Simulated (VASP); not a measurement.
Input of a VASP 6.6.1 run:

INCAR

```
ALGO = Normal
EDIFF = 1E-7
ENCUT = 520
GGA = RE
ISIF = 2
ISMEAR = -1
LASPH = T
LCHARG = F
LREAL = F
LWAVE = F
NBANDS = 18
NELM = 100
PREC = Accurate
SIGMA = 0.1
```

File KPOINTS:

```
k-points
0
Gamma
  11 11 11
```

Contents of POSCAR:

```
Lu
1.0
    3.1155033784      0.0000000000      0.0000000000
    0.0000000000      3.1155033784      0.0000000000
    0.0000000000      0.0000000000      3.1155033784
Lu
1
Direct
    0.0000000000      0.0000000000      0.0000000000
```

Potentials or basis: VASP PAW PBE potentials, release 64 (Lu).

The run is started by

```sh
$ cat potpaw_PBE.64/Lu/POTCAR > POTCAR
$ mpirun -np 1 vasp_std > vasp.out
```

Task: Estimate the band gap on the k mesh.

Result: Zero (an odd number of electrons rules out a gap without spin polarisation).

Task: Estimate the pressure.

Result: 4.3 GPa.

Caveat: the cell stands under pressure; the PAW data sets were made with another functional, which shifts forces and pressure a little; spin-orbit coupling is left out, which moves the levels of the heavy elements.
